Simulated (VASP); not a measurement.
# Mo (Im-3m) in VASP: notebook

Mo is run at these levels: LDA; tasks: single point, relaxation of cell and atoms.

Everything below comes from runs of VASP 6.6.1. Logs are shortened: lines on timing, memory, paths and dates and some standing lists are left out, and cuts for length are marked.

### 1 The cell of the first run

Symmetry: Im-3m, No. 229, cubic system. Conventional cell: a = 2.986 Å, b = 2.986 Å, c = 2.986 Å, α = 90.00°, β = 90.00°, γ = 90.00°. Mo (site symmetry m-3m) has 14 Mo at 2.59 to 2.99 Å within 3.4 Å.

### 2 Single point, LDA

Input file INCAR:

```
ALGO = Normal
EDIFF = 1E-6
ENCUT = 500
GGA_COMPAT = False
ISIF = 2
ISMEAR = 0
LASPH = True
LCHARG = False
LREAL = False
LWAVE = False
NBANDS = 13
NELM = 120
PREC = Accurate
SIGMA = 0.1
```

Input file KPOINTS:

```
k-points
0
Gamma
  8 8 8
```

Input file POSCAR:

```
Mo
1.0
   -1.4929170646      1.4929170646      1.4929170646
    1.4929170646     -1.4929170646      1.4929170646
    1.4929170646      1.4929170646     -1.4929170646
Mo
1
Direct
    0.0000000000      0.0000000000      0.0000000000
```

Potentials or basis: VASP PAW LDA potentials, release 64 (Mo_sv).

Command:

```
> cat potpaw_LDA.64/Mo_sv/POTCAR > POTCAR
> mpirun -np 1 vasp_std > vasp.out
```

OUTCAR:

```text
EDIFF = 1E-6
   ENCUT = 500
   ISIF = 2
   ISMEAR = 0
   LASPH = True
   LREAL = False
   NELM = 120
   PREC = Accurate

 ion  position               nearest neighbor table
   1  0.000  0.000  0.000-

  LATTYP: Found a body centered cubic cell.
 ALAT       =     2.9858341292

  Lattice vectors:

 A1 = (  -1.4929170646,   1.4929170646,   1.4929170646)
 A2 = (   1.4929170646,  -1.4929170646,   1.4929170646)
 A3 = (   1.4929170646,   1.4929170646,  -1.4929170646)

Analysis of symmetry for initial positions (statically):
=====================================================================
 Subroutine PRICEL returns:
 Original cell was already a primitive cell.

 Routine SETGRP: Setting up the symmetry group for a
 body centered cubic supercell.

 Subroutine GETGRP returns: Found 48 space group operations
 (whereof 48 operations were pure point group operations)
 out of a pool of 48 trial point group operations.

The static configuration has the point symmetry O_h .

Analysis of symmetry for dynamics (positions and initial velocities):
=====================================================================
 Subroutine PRICEL returns:
 Original cell was already a primitive cell.

 Routine SETGRP: Setting up the symmetry group for a
 body centered cubic supercell.

 Subroutine GETGRP returns: Found 48 space group operations
 (whereof 48 operations were pure point group operations)
 out of a pool of 48 trial point group operations.

The dynamic configuration has the point symmetry O_h .

 Subroutine INISYM returns: Found 48 space group operations
 (whereof 48 operations are pure point group operations),
 and found     1 'primitive' translations

----------------------------------------------------------------------------------------

                                     Primitive cell

  volume of cell :      13.3097

  direct lattice vectors                    reciprocal lattice vectors
    -1.492917065  1.492917065  1.492917065     0.000000000  0.334914787  0.334914787
     1.492917065 -1.492917065  1.492917065     0.334914787  0.000000000  0.334914787
     1.492917065  1.492917065 -1.492917065     0.334914787  0.334914787  0.000000000

  length of vectors
     2.585808207  2.585808207  2.585808207     0.473641033  0.473641033  0.473641033

  position of ions in fractional coordinates (direct lattice)
     0.000000000  0.000000000  0.000000000

  ion indices of the primitive-cell ions
   primitive index   ion index
                 1           1
[... 79 lines left out ...]
   ISYM   =      2    0-nonsym 1-usesym 2-fastsym
   POTIM  = 0.5000    time-step for ionic-motion
   TEBEG  =    0.0;   TEEND  =   0.0 temperature during run
   PSTRESS=    0.0 pullay stress
   NELECT =      14.0000    total number of electrons
   NUPDOWN=      -1.0000    fix difference up-down
   EMIN   =  10.00;   EMAX   =-10.00  energy-range for DOS
   EFERMI =   0.00;   METHOD = LEGACY
   ISMEAR =     0;   SIGMA  =   0.10  broadening in eV -4-tet -1-fermi 0-gaus
   EFERMI_NEDOS =   21; number of points for ismear=-14 and -15
   IALGO  =     38    algorithm
   IMIX   =      4    mixing-type and parameters
     AMIX     =   0.40;   BMIX     =  1.00
     AMIX_MAG =   1.60;   BMIX_MAG =  1.00
  volume/ion in A,a.u.               =      13.31        89.82
  Fermi-wavevector in a.u.,A,eV,Ry     =   1.664927  3.146256 37.715098  2.771981
  Thomas-Fermi vector in A             =   2.751386
   LORBIT       =      0    0 simple, 1 ext, 2 COOP (PROOUT), +10 PAW based schemes
   GGA     = CA    functional components
   LHFCALC =     F    Hartree Fock is set to
   AEXX    =    0.0000 exact exchange contribution
   IVDW    =     0    specifies the selected vdW correction
   LEPSILON=     F    determine dielectric tensor
   LRPA    =     F    only Hartree local field effects (RPA)
 non-spin polarized calculation
 Gauss-broadening in eV      SIGMA  =   0.10
  energy-cutoff  :      500.00
  volume of cell :       13.31
 maximum number of plane-waves:       370
   NGX =  9   NGY =  9   NGZ =  9

 number of electron      14.0000000 magnetization

 Free energy of the ion-electron system (eV)
  ---------------------------------------------------
  ext. energy  EPLUGINS =         0.00000000
  ---------------------------------------------------
  free energy    TOTEN  =       -11.86509085 eV

  energy without entropy =      -11.85759443  energy(sigma->0) =      -11.86134264

 E-fermi :  15.2762     XC(G=0): -14.5182

 val. band max:       15.2634432141   @ k =  -0.2500   0.3750   0.1250
 cond. band min:      15.3054831726   @ k =   0.3750   0.1250   0.0000
 fundamental gap:      0.0420399585
 Fermi energy:        15.2761699228

 k-point     1 :       0.0000    0.0000    0.0000
  band No.  band energies     occupation
      1     -45.7682      2.00000
      2     -18.7144      2.00000
      3     -18.7144      2.00000
      4     -18.7144      2.00000
      5       7.5950      2.00000
      6      13.5365      2.00000
      7      13.5365      2.00000
      8      13.5365      2.00000
      9      17.1830      0.00000
     10      17.1830      0.00000
     11      30.2400      0.00000
     12      30.2400      0.00000
     13      30.2400      0.00000
[... 354 lines left out ...]
  band No.  band energies     occupation
      1     -45.1518      2.00000
      2     -20.4373      2.00000
      3     -19.7625      2.00000
      4     -19.5647      2.00000
      5      10.3405      2.00000
      6      11.2780      2.00000
      7      14.4620      2.00000
      8      15.4947      0.00200
      9      18.8372      0.00000
     10      21.5631      0.00000
     11      31.1755      0.00000
     12      33.6093      0.00000
     13      34.2713      0.00000

 [... further k-points ...]

------------------------ aborting loop because EDIFF is reached ----------------------------------------

  FORCE on cell =-STRESS in cart. coord.  units (eV):
  Direction    XX          YY          ZZ          XY          YZ          ZX
  --------------------------------------------------------------------------------------
  -------------------------------------------------------------------------------------
  Total        3.8795806      3.8795806      3.8795806      0.0000000      0.0000000     -0.0000000
  in kB      467.0123096    467.0123096    467.0123096      0.0000000      0.0000000     -0.0000000
  external PRESSURE =     467.0123096 kB  Pullay stress =       0.0000000 kB

 VOLUME and BASIS-vectors are now :
 -----------------------------------------------------------------------------
  energy-cutoff  :      500.00
  volume of cell :       13.31
      direct lattice vectors                 reciprocal lattice vectors
    -1.492917065  1.492917065  1.492917065     0.000000000  0.334914787  0.334914787
     1.492917065 -1.492917065  1.492917065     0.334914787  0.000000000  0.334914787
     1.492917065  1.492917065 -1.492917065     0.334914787  0.334914787  0.000000000

 POSITION                                       TOTAL-FORCE (eV/Angst)
 -----------------------------------------------------------------------------------
      0.00000      0.00000      0.00000         0.000000      0.000000      0.000000
 -----------------------------------------------------------------------------------
    total drift:                                0.000000     -0.000000      0.000000

  FREE ENERGIE OF THE ION-ELECTRON SYSTEM (eV)
  ---------------------------------------------------
  free  energy   TOTEN  =       -11.8650908538 eV

  energy  without entropy=      -11.8575944304  energy(sigma->0) =      -11.86134264
```

Wall time 2.9 s (1 thread of AMD EPYC 9R45 (Zen 5), shared host); peak memory 0.09 GiB.

Results:

```yaml
Free_energy: -11.8651 eV
Pressure: 46.7 GPa
Band_gap_on_the_k_mesh: zero (band 7 reaches 20.28 eV, above the bottom of band 8 at 13.54 eV)
```

Levels at points of the mesh, in eV from the Fermi level:
| k point | band 4 | band 5 | band 6 | band 7 | band 8 | band 9 | band 10 | band 11 |
| --- | --- | --- | --- | --- | --- | --- | --- | --- |
| (0.00, 0.00, 0.00) | -33.99 | -7.68 | -1.74 | -1.74 | -1.74 | 1.91 | 1.91 | 14.96 |
| (0.50, 0.00, 0.00) | -34.02 | -6.40 | -4.28 | 2.07 | 2.44 | 2.83 | 6.02 | 12.21 |
| (0.50, 0.50, 0.50) | -35.56 | -6.86 | -6.86 | 5.01 | 5.01 | 5.01 | 10.41 | 10.41 |

Caveat: the k points lie up to 0.37 Å⁻¹ apart.

### 3 Single point, LDA

This run uses another cell than the first one, of 15.58 Å³/atom, 1.171 times its volume.

Input file INCAR:

```
SYSTEM = Mo
PREC = Accurate
ENCUT = 500
EDIFF = 1E-6
ISMEAR = 0
SIGMA = 0.1
LREAL = .FALSE.
LASPH = .TRUE.
NELM = 120
ALGO = Normal
ISIF = 2
LWAVE = .FALSE.
LCHARG = .FALSE.
GGA = CA
NBANDS = 13
GGA_COMPAT = .FALSE.
```

Input file KPOINTS:

```
Automatic mesh
0
G
  8 8 8
  0 0 0
```

Input file POSCAR:

```
Mo
1.0
   -1.5734150000      1.5734150000      1.5734150000
    1.5734150000     -1.5734150000      1.5734150000
    1.5734150000      1.5734150000     -1.5734150000
Mo
1
Direct
    0.0000000000      0.0000000000      0.0000000000
```

Potentials or basis: VASP PAW LDA potentials, release 64 (Mo_sv).

Command:

```
> cat potpaw_LDA.64/Mo_sv/POTCAR > POTCAR
> mpirun -np 1 vasp_std > vasp.out
```

Wall time 3 s (1 thread of AMD EPYC 9R45 (Zen 5), shared host); peak memory 0.08 GiB.

It converged, with:

| Item | Value |
| --- | --- |
| Free energy | -12.0968 eV |
| Pressure | -7.7 GPa |
| Band gap on the k mesh | zero (band 7 reaches 16.54 eV, above the bottom of band 8 at 11.13 eV) |

Levels at points of the mesh, in eV from the Fermi level:
```tsv
k point	band 5	band 6	band 7	band 8	band 9	band 10
(0.00, 0.00, 0.00)	-7.12	-1.26	-1.26	-1.26	1.75	1.75
(0.50, 0.00, 0.00)	-5.24	-3.31	1.79	1.81	2.41	4.92
(0.50, 0.50, 0.50)	-5.37	-5.37	4.15	4.15	4.15	9.20
```

### 4 Relaxation of cell and atoms, LDA, target pressure 45 GPa, at which the enthalpy is minimised

This run uses another cell than the first one, of 15.58 Å³/atom, 1.171 times its volume.

Input file INCAR:

```
PREC = Accurate ; ENCUT = 500
EDIFF = 1E-7 ; ISMEAR = 0
SIGMA = 0.1 ; LREAL = False
LASPH = True ; NELM = 120
ALGO = Normal ; ISIF = 3
LWAVE = False ; LCHARG = False
GGA = CA ; IBRION = 2
NSW = 100 ; EDIFFG = -0.05
PSTRESS = 450.0 ; GGA_COMPAT = False
NELMIN = 4
```

Input file KPOINTS:

```
regular mesh
0
Gamma
  8 8 8
```

POSCAR is that of step 3.

Potentials or basis: VASP PAW LDA potentials, release 64 (Mo_sv).

Command:

```
> cat potpaw_LDA.64/Mo_sv/POTCAR > POTCAR
> mpirun -np 1 vasp_std > vasp.out
```

OUTCAR:

```text
PREC = Accurate
   ENCUT = 500
   EDIFF = 1E-7
   ISMEAR = 0
   LREAL = False
   LASPH = True
   NELM = 120
   ISIF = 3
   GGA = CA
   IBRION = 2
   NSW = 100
   EDIFFG = -0.05
   PSTRESS = 450.0
   NELMIN = 4

 ion  position               nearest neighbor table
   1  0.000  0.000  0.000-

  LATTYP: Found a body centered cubic cell.
 ALAT       =     3.1468300000

  Lattice vectors:

 A1 = (  -1.5734150000,   1.5734150000,   1.5734150000)
 A2 = (   1.5734150000,  -1.5734150000,   1.5734150000)
 A3 = (   1.5734150000,   1.5734150000,  -1.5734150000)

Analysis of symmetry for initial positions (statically):
=====================================================================
 Subroutine PRICEL returns:
 Original cell was already a primitive cell.

 Routine SETGRP: Setting up the symmetry group for a
 body centered cubic supercell.

 Subroutine GETGRP returns: Found 48 space group operations
 (whereof 48 operations were pure point group operations)
 out of a pool of 48 trial point group operations.

The static configuration has the point symmetry O_h .

Analysis of symmetry for dynamics (positions and initial velocities):
=====================================================================
 Subroutine PRICEL returns:
 Original cell was already a primitive cell.

 Routine SETGRP: Setting up the symmetry group for a
 body centered cubic supercell.

 Subroutine GETGRP returns: Found 48 space group operations
 (whereof 48 operations were pure point group operations)
 out of a pool of 48 trial point group operations.

The dynamic configuration has the point symmetry O_h .

 Subroutine INISYM returns: Found 48 space group operations
 (whereof 48 operations are pure point group operations),
 and found     1 'primitive' translations

[... 123 lines left out ...]
 conjugate gradient relaxation of ions
 non-spin polarized calculation
 Gauss-broadening in eV      SIGMA  =   0.10
  energy-cutoff  :      500.00
  volume of cell :       15.58
 maximum number of plane-waves:       420
   NGX =  9   NGY =  9   NGZ =  9

--------------------------------------- Ionic step        1  -------------------------------------------

 number of electron      14.0000001 magnetization

 Free energy of the ion-electron system (eV)
  ---------------------------------------------------
  ext. energy  EPLUGINS =         0.00000000
  ---------------------------------------------------
  free energy    TOTEN  =       -12.09682947 eV

  energy without entropy =      -12.09190777  energy(sigma->0) =      -12.09436862

------------------------ aborting loop because EDIFF is reached ----------------------------------------

  FORCE on cell =-STRESS in cart. coord.  units (eV):
  Direction    XX          YY          ZZ          XY          YZ          ZX
  --------------------------------------------------------------------------------------
  -------------------------------------------------------------------------------------
  Total       -0.7470351     -0.7470351     -0.7470351      0.0000000     -0.0000000      0.0000000
  in kB      -76.8177826    -76.8177826    -76.8177826      0.0000000     -0.0000000      0.0000000
  external PRESSURE =    -526.8177826 kB  Pullay stress =     450.0000000 kB
[... 135 lines left out ...]
--------------------------------------- Ionic step        5  -------------------------------------------

 number of electron      14.0000001 magnetization

 Free energy of the ion-electron system (eV)
  ---------------------------------------------------
  ext. energy  EPLUGINS =         0.00000000
  ---------------------------------------------------
  free energy    TOTEN  =       -11.87820790 eV

  energy without entropy =      -11.87060443  energy(sigma->0) =      -11.87440617

 E-fermi :  15.2164     XC(G=0): -14.5007

 val. band max:       15.2086993757   @ k =  -0.2500   0.3750   0.1250
 cond. band min:      15.2429146817   @ k =   0.3750   0.1250   0.0000
 fundamental gap:      0.0342153060
 Fermi energy:        15.2163631901

 k-point     1 :       0.0000    0.0000    0.0000
  band No.  band energies     occupation
      1     -45.8208      2.00000
      2     -18.7788      2.00000
      3     -18.7788      2.00000
      4     -18.7788      2.00000
      5       7.5453      2.00000
      6      13.4878      2.00000
      7      13.4878      2.00000
      8      13.4878      2.00000
      9      17.1215      0.00000
     10      17.1215      0.00000
     11      30.1827      0.00000
[... 309 lines left out ...]
 k-point    24 :      -0.3750    0.3750    0.2500
  band No.  band energies     occupation
      1     -45.2112      2.00000
      2     -20.4864      2.00000
      3     -19.8179      2.00000
      4     -19.6217      2.00000
      5      10.3051      2.00000
      6      11.2331      2.00000
      7      14.4094      2.00000
      8      15.4380      0.00172
      9      18.7675      0.00000
     10      21.4793      0.00000
     11      31.0802      0.00000

 [... further k-points ...]

------------------------ aborting loop because EDIFF is reached ----------------------------------------

  FORCE on cell =-STRESS in cart. coord.  units (eV):
  Direction    XX          YY          ZZ          XY          YZ          ZX
  --------------------------------------------------------------------------------------
  -------------------------------------------------------------------------------------
  Total        3.7771940      3.7771940      3.7771940     -0.0000000     -0.0000000      0.0000000
  in kB      453.3201367    453.3201367    453.3201367     -0.0000000     -0.0000000      0.0000000
  external PRESSURE =       3.3201367 kB  Pullay stress =     450.0000000 kB
[... 20 lines left out ...]
  energy  without entropy=      -11.8706044336  energy(sigma->0) =      -11.87440617

  enthalpy is  TOTEN    =        -8.1286782473 eV   P V=        3.7495296514

 reached required accuracy - stopping structural energy minimisation
```

OSZICAR:

```text
N       E                     dE             d eps       ncg     rms          rms(c)
DAV:   1     0.979286109358E+02    0.97929E+02   -0.79808E+03   638   0.128E+03
DAV:   2    -0.112174777758E+02   -0.10915E+03   -0.10564E+03   668   0.355E+02
DAV:   3    -0.128540807929E+02   -0.16366E+01   -0.16268E+01   745   0.435E+01
[... 45 lines left out ...]
DAV:   3    -0.118768429743E+02    0.92286E-02   -0.38775E-02   668   0.263E+00    0.863E-01
DAV:   4    -0.118781915092E+02   -0.13485E-02   -0.76364E-04   662   0.328E-01    0.742E-02
DAV:   5    -0.118782088144E+02   -0.17305E-04   -0.11611E-04   677   0.143E-01    0.763E-03
DAV:   6    -0.118782078871E+02    0.92731E-06   -0.12577E-06   662   0.144E-02    0.143E-03
DAV:   7    -0.118782078986E+02   -0.11527E-07   -0.17812E-08   355   0.193E-03
   5 F= -.81286782E+01 E0= -.81248765E+01  d E =-.407995E+00
```

CONTCAR:

```text
Mo
   1.00000000000000
    -1.4944163940738888    1.4944163940738888    1.4944163940738888
     1.4944163940738888   -1.4944163940738888    1.4944163940738888
     1.4944163940738888    1.4944163940738888   -1.4944163940738888
  Mo
     1
Direct
     0.0000000000000000    0.0000000000000000    0.0000000000000000

  0.00000000E+00  0.00000000E+00  0.00000000E+00
```

Run time: 10 s. Hardware: 1 thread of AMD EPYC 9R45 (Zen 5), shared host; peak memory 0.1 GiB.

What came out:

```
Free energy                                            : -11.8782 eV
Relaxed volume                                         : 13.35 Å³/atom
Relaxed cell                                           : a = 2.588 Å, b = 2.588 Å, c = 2.588 Å, α = 109.47°, β = 109.47°, γ = 109.47°
Space group after relaxing (to 0.05 Å)                 : Im-3m (No. 229)
Energy change on relaxing (the enthalpy is what falls) : +218.6 meV/atom
Ionic steps                                            : 5
Pressure after relaxing                                : 45.3 GPa
Band gap on the k mesh                                 : zero (band 7 reaches 20.21 eV, above the bottom of band 8 at 13.49 eV)
```

The path:
```
step  energy change (eV)  largest force (eV/Å)  pressure (GPa)  volume (Å³)
   1              0.0000                0.0000           -7.68        15.58
   2             15.8168                0.0000         1153.13         6.65
   3              0.0630                0.0000           23.60        14.08
   4              0.1279                0.0000           33.74        13.72
   5              0.2186                0.0000           45.33        13.35
```

Final structure:
```yaml
crystal:
  lattice:
    - [-1.49442, 1.49442, 1.49442]
    - [1.49442, -1.49442, 1.49442]
    - [1.49442, 1.49442, -1.49442]
  atoms:
    - { symbol: Mo, position: [0.00000, 0.00000, 0.00000] }
```

Caveat: the cell is relaxed towards a set pressure, so the enthalpy falls and the energy may rise.

[end of part 1 of 2]
